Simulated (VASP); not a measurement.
# MnS (F-43m) in VASP: further runs

Aim: see how the results for MnS move with the level of theory and the settings. Levels: PBE exchange alone, LDA. Tasks: single point.

Program: VASP 6.6.1. These are calculated values, not measurements. Logs are shortened: lines on timing, memory, paths and dates and some standing lists are left out, and cuts for length are marked.

## (1) The cell of the first run

It takes space group F-43m (No. 216, cubic). Conventional cell: a = 4.947 Å, b = 4.947 Å, c = 4.947 Å, α = 90.00°, β = 90.00°, γ = 90.00°. Within 2.8 Å of Mn (site symmetry -43m) lie 4 S at 2.14 Å. Within 2.8 Å of S (site symmetry -43m) lie 4 Mn at 2.14 Å.

## (2) Single point, PBE exchange alone, collinear spin, ferromagnetic start

The input, INCAR:

```
SYSTEM = MnS
  PREC = Accurate
  ENCUT = 520
  EDIFF = 1E-6
  ISMEAR = -1
  SIGMA = 0.05
  LREAL = .FALSE.
  LASPH = .TRUE.
  NELM = 150
  ALGO = Normal
  ISIF = 2
  LWAVE = .FALSE.
  LCHARG = .FALSE.
  ISPIN = 2
  MAGMOM = 4 0
  LORBIT = 11
  LMAXMIX = 4
  GGA = PE
  ALDAC = 0.0
  AGGAC = 0.0
  NBANDS = 20
```

The input, KPOINTS:

```
Automatic mesh
0
G
  9 9 9
  0 0 0
```

The input, POSCAR:

```
MnS
1.0
    0.0000000000      2.4734634191      2.4734634191
    2.4734634191      0.0000000000      2.4734634191
    2.4734634191      2.4734634191      0.0000000000
Mn S
1 1
Direct
    0.0000000000      0.0000000000      0.0000000000
    0.7500000000      0.7500000000      0.7500000000
```

Potentials or basis: VASP PAW PBE potentials, release 64 (Mn_pv, S).

Started as:

```
$ cat potpaw_PBE.64/Mn_pv/POTCAR potpaw_PBE.64/S/POTCAR > POTCAR
$ mpirun -np 1 vasp_std > vasp.out
```

OUTCAR:

```text
SYSTEM = MnS
   PREC = Accurate
   ENCUT = 520
   EDIFF = 1E-6
   ISMEAR = -1
   LREAL = .FALSE.
   LASPH = .TRUE.
   NELM = 150
   ISIF = 2
   ISPIN = 2
   LORBIT = 11
   GGA = PE

 ion  position               nearest neighbor table
   1  0.000  0.000  0.000-   2 2.14   2 2.14   2 2.14   2 2.14
   2  0.750  0.750  0.750-   1 2.14   1 2.14   1 2.14   1 2.14

  LATTYP: Found a face centered cubic cell.
 ALAT       =     4.9469268382

  Lattice vectors:

 A1 = (   0.0000000000,   2.4734634191,   2.4734634191)
 A2 = (   2.4734634191,   0.0000000000,   2.4734634191)
 A3 = (   2.4734634191,   2.4734634191,   0.0000000000)

Analysis of symmetry for initial positions (statically):
=====================================================================
 Subroutine PRICEL returns:
 Original cell was already a primitive cell.

 Routine SETGRP: Setting up the symmetry group for a
 face centered cubic supercell.

 Subroutine GETGRP returns: Found 24 space group operations
 (whereof 24 operations were pure point group operations)
 out of a pool of 48 trial point group operations.

The static configuration has the point symmetry T_d .

Analysis of symmetry for dynamics (positions and initial velocities):
=====================================================================
 Subroutine PRICEL returns:
 Original cell was already a primitive cell.

 Routine SETGRP: Setting up the symmetry group for a
 face centered cubic supercell.

 Subroutine GETGRP returns: Found 24 space group operations
 (whereof 24 operations were pure point group operations)
 out of a pool of 48 trial point group operations.

The dynamic configuration has the point symmetry T_d .

Analysis of structural, dynamic, and magnetic symmetry:
=====================================================================
 Subroutine PRICEL returns:
 Original cell was already a primitive cell.

 Routine SETGRP: Setting up the symmetry group for a
 face centered cubic supercell.

 Subroutine GETGRP returns: Found 24 space group operations
 (whereof 24 operations were pure point group operations)
 out of a pool of 48 trial point group operations.

The overall configuration has the point symmetry T_d .

 Subroutine INISYM returns: Found 24 space group operations
 (whereof 24 operations are pure point group operations),
 and found     1 'primitive' translations

----------------------------------------------------------------------------------------

                                     Primitive cell

  volume of cell :      30.2654

  direct lattice vectors                    reciprocal lattice vectors
     0.000000000  2.473463419  2.473463419    -0.202145702  0.202145702  0.202145702
     2.473463419  0.000000000  2.473463419     0.202145702 -0.202145702  0.202145702
     2.473463419  2.473463419  0.000000000     0.202145702  0.202145702 -0.202145702

  length of vectors
     3.498005513  3.498005513  3.498005513     0.350126627  0.350126627  0.350126627

  position of ions in fractional coordinates (direct lattice)
     0.000000000  0.000000000  0.000000000
     0.750000000  0.750000000  0.750000000

  ion indices of the primitive-cell ions
   primitive index   ion index
                 1           1
                 2           2

----------------------------------------------------------------------------------------

 KPOINTS: Automatic mesh

Automatic generation of k-mesh.
 Grid dimensions read from file:
 generate k-points for:    9    9    9

 Generating k-lattice:

  Cartesian coordinates                     Fractional coordinates (reciprocal lattice)
    -0.022460634  0.022460634  0.022460634     0.111111111  0.000000000  0.000000000
     0.022460634 -0.022460634  0.022460634     0.000000000  0.111111111  0.000000000
     0.022460634  0.022460634 -0.022460634     0.000000000  0.000000000  0.111111111

  Length of vectors
     0.038902959  0.038902959  0.038902959

  Shift w.r.t. Gamma in fractional coordinates (k-lattice)
     0.000000000  0.000000000  0.000000000

 Subroutine IBZKPT returns following result:
 ===========================================

 Found     35 irreducible k-points:

 Following reciprocal coordinates:
            Coordinates               Weight
  0.000000  0.000000  0.000000      1.000000
  0.111111  0.000000  0.000000      8.000000
  0.222222  0.000000  0.000000      8.000000
  0.333333  0.000000  0.000000      8.000000
  0.444444  0.000000  0.000000      8.000000
  0.111111  0.111111  0.000000      6.000000
[... 16 lines left out ...]
 -0.333333  0.333333  0.000000     12.000000
  0.444444  0.444444  0.000000      6.000000
 [... further k-points ...]
   k-points           NKPTS =     35   k-points in BZ     NKDIM =     35   number of bands    NBANDS=     20
   number of dos      NEDOS =    301   number of ions     NIONS =      2
   total plane-waves  NPLWV =  21952
   dimension x,y,z NGX =    28 NGY =   28 NGZ =   28
   dimension x,y,z NGXF=    56 NGYF=   56 NGZF=   56
   ions per type =               1   1
   NGX,Y,Z   is equivalent  to a cutoff of  13.31, 13.31, 13.31 a.u.
   NGXF,Y,Z  is equivalent  to a cutoff of  26.61, 26.61, 26.61 a.u.
 SYSTEM =  MnS
   PREC   = accura    normal or accurate (medium, high low for compatibility)
   ISTART =      0    job   : 0-new  1-cont  2-samecut
   ICHARG =      2    charge: 1-file 2-atom 10-const
   ISPIN  =      2    spin polarized calculation?
   LNONCOLLINEAR =      F non collinear calculations
   LSORBIT =      F    spin-orbit coupling
   LASPH  =      T    aspherical Exc in radial PAW
   ENCUT  =  520.0 eV  38.22 Ry    6.18 a.u.   6.50  6.50  6.50*2*pi/ulx,y,z
   NELM   =    150;   NELMIN=  2; NELMDL= -5     # of ELM steps
   EDIFF  = 0.1E-05   stopping-criterion for ELM
   LREAL  =      F    real-space projection
   EDIFFG = 0.1E-04   stopping-criterion for IOM
   NSW    =      0    number of steps for IOM
   IBRION =     -1    ionic relax: 0-MD 1-quasi-New 2-CG
   NFREE  =      0    steps in history (QN), initial steepest desc. (CG)
   ISIF   =      2    stress and relaxation
   ISYM   =      2    0-nonsym 1-usesym 2-fastsym
   POTIM  = 0.5000    time-step for ionic-motion
   TEBEG  =    0.0;   TEEND  =   0.0 temperature during run
   PSTRESS=    0.0 pullay stress
   NELECT =      19.0000    total number of electrons
   NUPDOWN=      -1.0000    fix difference up-down
   EMIN   =  10.00;   EMAX   =-10.00  energy-range for DOS
   EFERMI =   0.00;   METHOD = LEGACY
   ISMEAR =    -1;   SIGMA  =   0.05  broadening in eV -4-tet -1-fermi 0-gaus
   EFERMI_NEDOS =   21; number of points for ismear=-14 and -15
   IALGO  =     38    algorithm
   IMIX   =      4    mixing-type and parameters
     AMIX     =   0.40;   BMIX     =  1.00
     AMIX_MAG =   1.60;   BMIX_MAG =  1.00
  volume/ion in A,a.u.               =      15.13       102.12
  Fermi-wavevector in a.u.,A,eV,Ry     =   1.401771  2.648964 26.734947  1.964963
  Thomas-Fermi vector in A             =   2.524600
   LORBIT       =     11    0 simple, 1 ext, 2 COOP (PROOUT), +10 PAW based schemes
   GGA     = PE    functional components
   LHFCALC =     F    Hartree Fock is set to
   AEXX    =    0.0000 exact exchange contribution
   IVDW    =     0    specifies the selected vdW correction
   LEPSILON=     F    determine dielectric tensor
   LRPA    =     F    only Hartree local field effects (RPA)
 spin polarized calculation
  energy-cutoff  :      520.00
  volume of cell :       30.27
 maximum number of plane-waves:       869
 NGX is ok and might be reduce to    28
   NGX = 13   NGY = 13   NGZ = 13

 number of electron      18.9999987 magnetization       2.8047962

 Free energy of the ion-electron system (eV)
  ---------------------------------------------------
  ext. energy  EPLUGINS =         0.00000000
  ---------------------------------------------------
  free energy    TOTEN  =       -10.18482080 eV

  energy without entropy =      -10.16398103  energy(sigma->0) =      -10.17440092

 E-fermi :   9.5288     XC(G=0):  -9.4863

 val. band max:        9.5188850100   @ k =  -0.3333   0.1111   0.0000
 cond. band min:       9.5506500121   @ k =  -0.4444   0.3333   0.1111
 fundamental gap:      0.0317650021
 Fermi energy:         9.5288101203

 spin component 1

 k-point     1 :       0.0000    0.0000    0.0000
  band No.  band energies     occupation
      1     -40.1393      1.00000
      2     -40.1393      1.00000
      3     -40.1393      1.00000
      4      -6.2335      1.00000
      5       3.8406      1.00000
      6       3.8406      1.00000
[... 12 lines left out ...]
     19      25.0106      0.00000
     20      25.1988      0.00000

 k-point     2 :       0.1111    0.0000    0.0000
  band No.  band energies     occupation
      1     -40.1420      1.00000
      2     -40.1397      1.00000
      3     -40.1397      1.00000
      4      -6.1042      1.00000
      5       3.6527      1.00000
      6       3.8887      1.00000
[... 12 lines left out ...]
     19      24.1526      0.00000
     20      26.3657      0.00000

 k-point     3 :       0.2222    0.0000    0.0000
  band No.  band energies     occupation
      1     -40.1490      1.00000
      2     -40.1408      1.00000
      3     -40.1408      1.00000
      4      -5.7556      1.00000
      5       3.2036      1.00000
      6       3.9993      1.00000
[... 12 lines left out ...]
     19      23.6689      0.00000
     20      28.6486      0.00000

 k-point     4 :       0.3333    0.0000    0.0000
  band No.  band energies     occupation
      1     -40.1568      1.00000
      2     -40.1420      1.00000
      3     -40.1420      1.00000
      4      -5.3129      1.00000
      5       2.7149      1.00000
      6       4.0987      1.00000
[... 429 lines left out ...]
 k-point    23 :      -0.3333    0.3333    0.0000
  band No.  band energies     occupation
      1     -40.1576      1.00000
      2     -40.1532      1.00000
      3     -40.1453      1.00000
      4      -4.6237      1.00000
      5       2.9938      1.00000
      6       3.5171      1.00000
[... 12 lines left out ...]
     19      27.2243      0.00000
     20      28.0499      0.00000

 k-point    24 :       0.4444    0.4444    0.0000
  band No.  band energies     occupation
      1     -40.1617      1.00000
      2     -40.1478      1.00000
      3     -40.1478      1.00000
      4      -4.5731      1.00000
      5       2.1683      1.00000
      6       4.7194      1.00000
[... 12 lines left out ...]
     19      26.1005      0.00000
     20      26.1005      0.00000

 [... further k-points ...]

 spin component 2

 k-point     1 :       0.0000    0.0000    0.0000
  band No.  band energies     occupation
      1     -37.0231      1.00000
      2     -37.0231      1.00000
      3     -37.0231      1.00000
      4      -6.0719      1.00000
      5       4.8281      1.00000
      6       4.8281      1.00000
[... 12 lines left out ...]
     19      25.3176      0.00000
     20      25.7892      0.00000

 k-point     2 :       0.1111    0.0000    0.0000
  band No.  band energies     occupation
      1     -37.0265      1.00000
      2     -37.0236      1.00000
      3     -37.0236      1.00000
      4      -5.9462      1.00000
      5       4.5504      1.00000
      6       4.8670      1.00000
[... 12 lines left out ...]
     19      24.5972      0.00000
     20      26.9200      0.00000

 k-point     3 :       0.2222    0.0000    0.0000
  band No.  band energies     occupation
      1     -37.0352      1.00000
      2     -37.0249      1.00000
      3     -37.0249      1.00000
      4      -5.6078      1.00000
      5       3.9026      1.00000
      6       4.9577      1.00000
[... 12 lines left out ...]
     19      24.2799      0.00000
     20      29.1182      0.00000

 k-point     4 :       0.3333    0.0000    0.0000
  band No.  band energies     occupation
      1     -37.0450      1.00000
      2     -37.0264      1.00000
      3     -37.0264      1.00000
      4      -5.1789      1.00000
      5       3.2125      1.00000
      6       5.0439      1.00000
[... 429 lines left out ...]
 k-point    23 :      -0.3333    0.3333    0.0000
  band No.  band energies     occupation
      1     -37.0462      1.00000
      2     -37.0401      1.00000
      3     -37.0305      1.00000
      4      -4.5127      1.00000
      5       3.5736      1.00000
      6       3.8997      1.00000
[... 12 lines left out ...]
     19      27.5459      0.00000
     20      28.4257      0.00000

 k-point    24 :       0.4444    0.4444    0.0000
  band No.  band energies     occupation
      1     -37.0512      1.00000
      2     -37.0336      1.00000
      3     -37.0336      1.00000
      4      -4.4657      1.00000
      5       2.7567      1.00000
      6       5.2651      1.00000
[... 12 lines left out ...]
     19      26.5963      0.00000
     20      26.5963      0.00000

 [... further k-points ...]
[... 5 lines left out ...]
  --------------------------------------------------------------------------------------
  -------------------------------------------------------------------------------------
  Total        7.4935493      7.4935493      7.4935493      0.0000000      0.0000000      0.0000000
  in kB      396.6903913    396.6903913    396.6903913      0.0000000      0.0000000      0.0000000
  external PRESSURE =     396.6903913 kB  Pullay stress =       0.0000000 kB

 VOLUME and BASIS-vectors are now :
 -----------------------------------------------------------------------------
  energy-cutoff  :      520.00
  volume of cell :       30.27
      direct lattice vectors                 reciprocal lattice vectors
     0.000000000  2.473463419  2.473463419    -0.202145702  0.202145702  0.202145702
     2.473463419  0.000000000  2.473463419     0.202145702 -0.202145702  0.202145702
     2.473463419  2.473463419  0.000000000     0.202145702  0.202145702 -0.202145702

 POSITION                                       TOTAL-FORCE (eV/Angst)
 -----------------------------------------------------------------------------------
      0.00000      0.00000      0.00000        -0.000000     -0.000000     -0.000000
      3.71020      3.71020      3.71020         0.000000      0.000000      0.000000
 -----------------------------------------------------------------------------------
    total drift:                               -0.000000     -0.000000     -0.000000

  FREE ENERGIE OF THE ION-ELECTRON SYSTEM (eV)
  ---------------------------------------------------
  free  energy   TOTEN  =       -10.1848207995 eV

  energy  without entropy=      -10.1639810335  energy(sigma->0) =      -10.17440092

 total charge

# of ion       s       p       d       tot
------------------------------------------
    1        0.355   6.360   5.255  11.970
    2        1.342   2.517   0.000   3.860
--------------------------------------------------
tot          1.697   8.878   5.255  15.830

 magnetization (x)

# of ion       s       p       d       tot
------------------------------------------
    1        0.044   0.060   2.587   2.692
    2       -0.002  -0.061   0.000  -0.063
--------------------------------------------------
tot          0.043  -0.001   2.587   2.629
```

It took 82 s on 1 thread of Intel Xeon 8259CL, shared host; peak memory 0.19 GiB.

What came out:

| Quantity | Value |
| --- | --- |
| Free energy | -10.1848 eV |
| Pressure | 39.7 GPa |
| Net moment | 2.80 μB per cell |
| Site moments | Mn +2.69; S -0.06 μB |
| Valence electrons inside the program's atomic spheres | Mn 11.97; S 3.86 |

Levels at points of the mesh, in eV from the Fermi level:
Spin up:
| k point | band 8 | band 9 | band 10 | band 11 | band 12 | band 13 | band 14 | band 15 |
| --- | --- | --- | --- | --- | --- | --- | --- | --- |
| (0.00, 0.00, 0.00) | -2.68 | -2.68 | 2.45 | 2.45 | 2.45 | 3.40 | 7.14 | 7.14 |
Spin down:
| k point | band 4 | band 5 | band 6 | band 7 | band 8 | band 9 | band 10 | band 11 | band 12 | band 13 |
| --- | --- | --- | --- | --- | --- | --- | --- | --- | --- | --- |
| (0.00, 0.00, 0.00) | -15.60 | -4.70 | -4.70 | -4.70 | 0.18 | 0.18 | 3.79 | 4.11 | 4.11 | 4.11 |

Caveat: a cell with one magnetic atom can't hold antiferromagnetic order, which such compounds often take; semilocal functionals often make such compounds metallic where correlation or magnetic order opens a gap, which also shifts bond lengths.

## (3) Single point, LDA, collinear spin, ferromagnetic start

The input, INCAR:

```
PREC = Accurate ; ENCUT = 520
EDIFF = 1E-7 ; ISMEAR = -1
SIGMA = 0.05 ; LREAL = False
LASPH = True ; NELM = 150
ALGO = Normal ; ISIF = 2
LWAVE = False ; LCHARG = True
ISPIN = 2 ; MAGMOM = 4 0
LORBIT = 11 ; LMAXMIX = 4
GGA = CA ; LELF = True
LVHAR = True ; NBANDS = 20
```

The input, KPOINTS:

```
Automatic mesh
0
Gamma
  9 9 9
```

POSCAR is that of step 2.

Potentials or basis: VASP PAW LDA potentials, release 64 (Mn_pv, S).

Started as:

```
$ cat potpaw_LDA.64/Mn_pv/POTCAR potpaw_LDA.64/S/POTCAR > POTCAR
$ mpirun -np 1 vasp_std > vasp.out
```

Wall time 54 s (1 thread of Intel Xeon Platinum 8488C (Sapphire Rapids), shared host); peak memory 0.17 GiB.

It converged, with:

```
Free energy                                           : -15.5661 eV
Pressure                                              : -6.8 GPa
Net moment                                            : 0.00 μB per cell
Valence electrons inside the program's atomic spheres : Mn 12.05; S 3.73
```

Levels at points of the mesh, in eV from the Fermi level:
Spin up:
```tsv
k point	band 7	band 8	band 9	band 10	band 11	band 12
(0.00, 0.00, 0.00)	-4.65	-0.71	-0.71	3.72	3.72	3.72
```
Spin down:
```tsv
k point	band 5	band 6	band 7	band 8	band 9	band 10	band 11	band 12	band 13	band 14
(0.00, 0.00, 0.00)	-4.65	-4.65	-4.65	-0.70	-0.70	3.72	3.72	3.72	3.74	7.94
```

Caveat: the starting moments collapsed, and a magnetic state may lie lower; semilocal functionals often make such compounds metallic where correlation or magnetic order opens a gap, which also shifts bond lengths.
